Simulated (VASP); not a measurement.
# PbS in VASP: notebook

PbS is run at these levels: r2SCAN; tasks: single point.

Everything below comes from runs of VASP 6.6.1. Logs are shortened: lines on timing, memory, paths and dates and some standing lists are left out, and cuts for length are marked.

## 1. The cell of the first run

The structure is cubic, space group Fm-3m (No. 225). Conventional cell: a = 6.078 Å, b = 6.078 Å, c = 6.078 Å, α = 90.00°, β = 90.00°, γ = 90.00°. Pb (site symmetry m-3m) has 6 S at 3.04 Å within 4.0 Å. S (site symmetry m-3m) has 6 Pb at 3.04 Å within 4.0 Å.

## 2. Single point, r2SCAN (strain +0.025 along x and y, +0.025 along z)

The input, POSCAR:

```
PbS
1.0
    0.0000000000      3.0391250000      3.0391250000
    3.0391250000      0.0000000000      3.0391250000
    3.0391250000      3.0391250000      0.0000000000
Pb S
1 1
Direct
    0.0000000000      0.0000000000      0.0000000000
    0.5000000000      0.5000000000      0.5000000000
```

The input, INCAR.step1:

```
SYSTEM = PbS
ALGO = Normal
EDIFF = 1E-5
ENCUT = 550
GGA = PE
GGA_COMPAT = .FALSE.
ISMEAR = 0
LASPH = .TRUE.
LCHARG = .FALSE.
LREAL = .FALSE.
LWAVE = .TRUE.
NBANDS = 17
NELM = 120
PREC = Accurate
SIGMA = 0.05
```

The input, INCAR.step2:

```
SYSTEM = PbS
ALGO = Normal
EDIFF = 1E-6
ENCUT = 550
GGA_COMPAT = .FALSE.
ISIF = 2
ISMEAR = 0
ISTART = 1
LASPH = .TRUE.
LCHARG = .FALSE.
LMIXTAU = .TRUE.
LREAL = .FALSE.
LWAVE = .FALSE.
METAGGA = R2SCAN
NBANDS = 17
NELM = 120
PREC = Accurate
SIGMA = 0.05
```

The input, KPOINTS:

```
k-points
0
G
  8 8 8
  0 0 0
```

Potentials or basis: VASP PAW PBE potentials, release 64 (Pb_d, S).

Run with:

```console
$ cat potpaw_PBE.64/Pb_d/POTCAR potpaw_PBE.64/S/POTCAR > POTCAR
$ cp INCAR.step1 INCAR
$ mpirun -np 1 vasp_std > vasp.out
$ cp INCAR.step2 INCAR
$ mpirun -np 1 vasp_std > vasp.out
```

OUTCAR:

```text
SYSTEM = PbS
   EDIFF = 1E-6
   ENCUT = 550
   ISIF = 2
   ISMEAR = 0
   ISTART = 1
   LASPH = .TRUE.
   LREAL = .FALSE.
   METAGGA = R2SCAN
   NELM = 120
   PREC = Accurate

 ion  position               nearest neighbor table
   1  0.000  0.000  0.000-   2 3.04   2 3.04   2 3.04   2 3.04   2 3.04   2 3.04
   2  0.500  0.500  0.500-   1 3.04   1 3.04   1 3.04   1 3.04   1 3.04   1 3.04

  LATTYP: Found a face centered cubic cell.
 ALAT       =     6.0782500000

  Lattice vectors:

 A1 = (   0.0000000000,   3.0391250000,   3.0391250000)
 A2 = (   3.0391250000,   0.0000000000,   3.0391250000)
 A3 = (   3.0391250000,   3.0391250000,   0.0000000000)

Analysis of symmetry for initial positions (statically):
=====================================================================
 Subroutine PRICEL returns:
 Original cell was already a primitive cell.

 Routine SETGRP: Setting up the symmetry group for a
 face centered cubic supercell.

 Subroutine GETGRP returns: Found 48 space group operations
 (whereof 48 operations were pure point group operations)
 out of a pool of 48 trial point group operations.

The static configuration has the point symmetry O_h .

Analysis of symmetry for dynamics (positions and initial velocities):
=====================================================================
 Subroutine PRICEL returns:
 Original cell was already a primitive cell.

 Routine SETGRP: Setting up the symmetry group for a
 face centered cubic supercell.

 Subroutine GETGRP returns: Found 48 space group operations
 (whereof 48 operations were pure point group operations)
 out of a pool of 48 trial point group operations.

The dynamic configuration has the point symmetry O_h .

 Subroutine INISYM returns: Found 48 space group operations
 (whereof 48 operations are pure point group operations),
 and found     1 'primitive' translations

----------------------------------------------------------------------------------------

                                     Primitive cell

  volume of cell :      56.1404

  direct lattice vectors                    reciprocal lattice vectors
     0.000000000  3.039125000  3.039125000    -0.164521038  0.164521038  0.164521038
     3.039125000  0.000000000  3.039125000     0.164521038 -0.164521038  0.164521038
     3.039125000  3.039125000  0.000000000     0.164521038  0.164521038 -0.164521038

  length of vectors
     4.297971793  4.297971793  4.297971793     0.284958797  0.284958797  0.284958797

  position of ions in fractional coordinates (direct lattice)
     0.000000000  0.000000000  0.000000000
     0.500000000  0.500000000  0.500000000

  ion indices of the primitive-cell ions
   primitive index   ion index
                 1           1
                 2           2

----------------------------------------------------------------------------------------

 KPOINTS: k-points

Automatic generation of k-mesh.
 Grid dimensions read from file:
 generate k-points for:    8    8    8

 Generating k-lattice:

  Cartesian coordinates                     Fractional coordinates (reciprocal lattice)
    -0.020565130  0.020565130  0.020565130     0.125000000  0.000000000  0.000000000
     0.020565130 -0.020565130  0.020565130     0.000000000  0.125000000  0.000000000
     0.020565130  0.020565130 -0.020565130     0.000000000  0.000000000  0.125000000

  Length of vectors
     0.035619850  0.035619850  0.035619850

  Shift w.r.t. Gamma in fractional coordinates (k-lattice)
     0.000000000  0.000000000  0.000000000

 Subroutine IBZKPT returns following result:
 ===========================================

 Found     29 irreducible k-points:

 Following reciprocal coordinates:
            Coordinates               Weight
  0.000000  0.000000  0.000000      1.000000
  0.125000  0.000000  0.000000      8.000000
  0.250000  0.000000  0.000000      8.000000
  0.375000  0.000000  0.000000      8.000000
  0.500000  0.000000  0.000000      4.000000
  0.125000  0.125000  0.000000      6.000000
[... 16 lines left out ...]
  0.500000  0.250000  0.125000     48.000000
 -0.375000  0.250000  0.125000     24.000000
 [... further k-points ...]
   k-points           NKPTS =     29   k-points in BZ     NKDIM =     29   number of bands    NBANDS=     17
   number of dos      NEDOS =    301   number of ions     NIONS =      2
   total plane-waves  NPLWV =  46656
   dimension x,y,z NGX =    36 NGY =   36 NGZ =   36
   dimension x,y,z NGXF=    72 NGYF=   72 NGZF=   72
   ions per type =               1   1
   NGX,Y,Z   is equivalent  to a cutoff of  13.92, 13.92, 13.92 a.u.
   NGXF,Y,Z  is equivalent  to a cutoff of  27.85, 27.85, 27.85 a.u.
 SYSTEM =  PbS
   PREC   = accura    normal or accurate (medium, high low for compatibility)
   ISTART =      1    job   : 0-new  1-cont  2-samecut
   ICHARG =      0    charge: 1-file 2-atom 10-const
   ISPIN  =      1    spin polarized calculation?
   LNONCOLLINEAR =      F non collinear calculations
   LSORBIT =      F    spin-orbit coupling
   LASPH  =      T    aspherical Exc in radial PAW
   ENCUT  =  550.0 eV  40.42 Ry    6.36 a.u.   8.22  8.22  8.22*2*pi/ulx,y,z
   NELM   =    120;   NELMIN=  2; NELMDL=  0     # of ELM steps
   EDIFF  = 0.1E-05   stopping-criterion for ELM
   LREAL  =      F    real-space projection
   EDIFFG = 0.1E-04   stopping-criterion for IOM
   NSW    =      0    number of steps for IOM
   IBRION =     -1    ionic relax: 0-MD 1-quasi-New 2-CG
   NFREE  =      0    steps in history (QN), initial steepest desc. (CG)
   ISIF   =      2    stress and relaxation
   ISYM   =      2    0-nonsym 1-usesym 2-fastsym
   POTIM  = 0.5000    time-step for ionic-motion
   TEBEG  =    0.0;   TEEND  =   0.0 temperature during run
   PSTRESS=    0.0 pullay stress
   NELECT =      20.0000    total number of electrons
   NUPDOWN=      -1.0000    fix difference up-down
   EMIN   =  10.00;   EMAX   =-10.00  energy-range for DOS
   EFERMI =   0.00;   METHOD = LEGACY
   ISMEAR =     0;   SIGMA  =   0.05  broadening in eV -4-tet -1-fermi 0-gaus
   EFERMI_NEDOS =   21; number of points for ismear=-14 and -15
   IALGO  =     38    algorithm
   IMIX   =      4    mixing-type and parameters
     AMIX     =   0.40;   BMIX     =  1.00
     AMIX_MAG =   1.60;   BMIX_MAG =  1.00
  volume/ion in A,a.u.               =      28.07       189.43
  Fermi-wavevector in a.u.,A,eV,Ry     =   1.160539  2.193100 18.325006  1.346850
  Thomas-Fermi vector in A             =   2.297120
   LORBIT       =      0    0 simple, 1 ext, 2 COOP (PROOUT), +10 PAW based schemes
   METAGGA = R2SCAN    functional components
   LHFCALC =     F    Hartree Fock is set to
   AEXX    =    0.0000 exact exchange contribution
   IVDW    =     0    specifies the selected vdW correction
   LEPSILON=     F    determine dielectric tensor
   LRPA    =     F    only Hartree local field effects (RPA)
 non-spin polarized calculation
 Gauss-broadening in eV      SIGMA  =   0.05
  energy-cutoff  :      550.00
  volume of cell :       56.14
 maximum number of plane-waves:      1676
 NGX is ok and might be reduce to    36
   NGX = 17   NGY = 17   NGZ = 17

 number of electron      19.9999999 magnetization

 Free energy of the ion-electron system (eV)
  ---------------------------------------------------
  ext. energy  EPLUGINS =         0.00000000
  ---------------------------------------------------
  free energy    TOTEN  =       -65.58820641 eV

  energy without entropy =      -65.58820641  energy(sigma->0) =      -65.58820641

 E-fermi :   4.8963     XC(G=0):  -9.8889

 val. band max:        4.6859464874   @ k =   0.5000   0.0000   0.0000
 cond. band min:       5.5600303202   @ k =   0.5000   0.0000   0.0000
 fundamental gap:      0.8740838328
 Fermi energy:         4.8963344224

 k-point     1 :       0.0000    0.0000    0.0000
  band No.  band energies     occupation
      1     -12.5901      2.00000
      2     -12.5901      2.00000
      3     -12.5901      2.00000
      4     -12.5718      2.00000
      5     -12.5718      2.00000
      6      -8.7984      2.00000
[... 9 lines left out ...]
     16      12.0756      0.00000
     17      13.9885      0.00000

 k-point     2 :       0.1250    0.0000    0.0000
  band No.  band energies     occupation
      1     -12.5895      2.00000
      2     -12.5875      2.00000
      3     -12.5875      2.00000
      4     -12.5730      2.00000
      5     -12.5730      2.00000
      6      -8.6782      2.00000
[... 9 lines left out ...]
     16      12.4270      0.00000
     17      15.0155      0.00000

 k-point     3 :       0.2500    0.0000    0.0000
  band No.  band energies     occupation
      1     -12.5893      2.00000
      2     -12.5893      2.00000
      3     -12.5881      2.00000
      4     -12.5674      2.00000
      5     -12.5674      2.00000
      6      -8.3489      2.00000
[... 9 lines left out ...]
     16      13.2790      0.00000
     17      16.8224      0.00000

 k-point     4 :       0.3750    0.0000    0.0000
  band No.  band energies     occupation
      1     -12.5962      2.00000
      2     -12.5962      2.00000
      3     -12.5869      2.00000
      4     -12.5567      2.00000
      5     -12.5566      2.00000
      6      -7.9350      2.00000
[... 9 lines left out ...]
     16      14.5175      0.00000
     17      16.7944      0.00000
[... 343 lines left out ...]
      1     -12.6085      2.00000
      2     -12.5924      2.00000
      3     -12.5791      2.00000
      4     -12.5685      2.00000
      5     -12.5588      2.00000
      6      -8.0727      2.00000
[... 9 lines left out ...]
     16      15.0588      0.00000
     17      15.4207      0.00000

 k-point    23 :       0.5000    0.2500    0.1250
  band No.  band energies     occupation
      1     -12.6202      2.00000
      2     -12.5870      2.00000
      3     -12.5815      2.00000
      4     -12.5639      2.00000
      5     -12.5550      2.00000
      6      -7.7130      2.00000
[... 9 lines left out ...]
     16      15.4937      0.00000
     17      16.5022      0.00000

 k-point    24 :      -0.3750    0.2500    0.1250
  band No.  band energies     occupation
      1     -12.6245      2.00000
      2     -12.5874      2.00000
      3     -12.5761      2.00000
      4     -12.5677      2.00000
      5     -12.5519      2.00000
      6      -7.5378      2.00000
[... 9 lines left out ...]
     16      16.2055      0.00000
     17      16.4478      0.00000

 [... further k-points ...]

------------------------ aborting loop because EDIFF is reached ----------------------------------------

  FORCE on cell =-STRESS in cart. coord.  units (eV):
  Direction    XX          YY          ZZ          XY          YZ          ZX
  --------------------------------------------------------------------------------------
  -------------------------------------------------------------------------------------
  Total       -0.9436647     -0.9436647     -0.9436647      0.0000000      0.0000000     -0.0000000
  in kB      -26.9310073    -26.9310073    -26.9310073      0.0000000      0.0000000     -0.0000000
  external PRESSURE =     -26.9310073 kB  Pullay stress =       0.0000000 kB

 VOLUME and BASIS-vectors are now :
 -----------------------------------------------------------------------------
  energy-cutoff  :      550.00
  volume of cell :       56.14
      direct lattice vectors                 reciprocal lattice vectors
     0.000000000  3.039125000  3.039125000    -0.164521038  0.164521038  0.164521038
     3.039125000  0.000000000  3.039125000     0.164521038 -0.164521038  0.164521038
     3.039125000  3.039125000  0.000000000     0.164521038  0.164521038 -0.164521038

 POSITION                                       TOTAL-FORCE (eV/Angst)
 -----------------------------------------------------------------------------------
      0.00000      0.00000      0.00000         0.000000      0.000000      0.000000
      3.03912      3.03912      3.03912        -0.000000     -0.000000     -0.000000
 -----------------------------------------------------------------------------------
    total drift:                                0.000000      0.000000      0.000000

  FREE ENERGIE OF THE ION-ELECTRON SYSTEM (eV)
  ---------------------------------------------------
  free  energy   TOTEN  =       -65.5882064094 eV

  energy  without entropy=      -65.5882064094  energy(sigma->0) =      -65.58820641
```

It took 95 s on 1 thread of AMD EPYC 9R45 (Zen 5), shared host; peak memory 0.19 GiB.

What came out:

* Free energy: -65.5882 eV
* Pressure: -2.7 GPa
* Band gap on the k mesh: 0.87 eV

Caveat: the cell differs from its parent crystal (strain +0.025 along x and y, +0.025 along z); the PAW data sets were made with another functional, which shifts forces and pressure a little; spin-orbit coupling is left out, which moves the levels of the heavy elements. A k mesh can miss the band edges.

(Continued in part 2 of 3.)
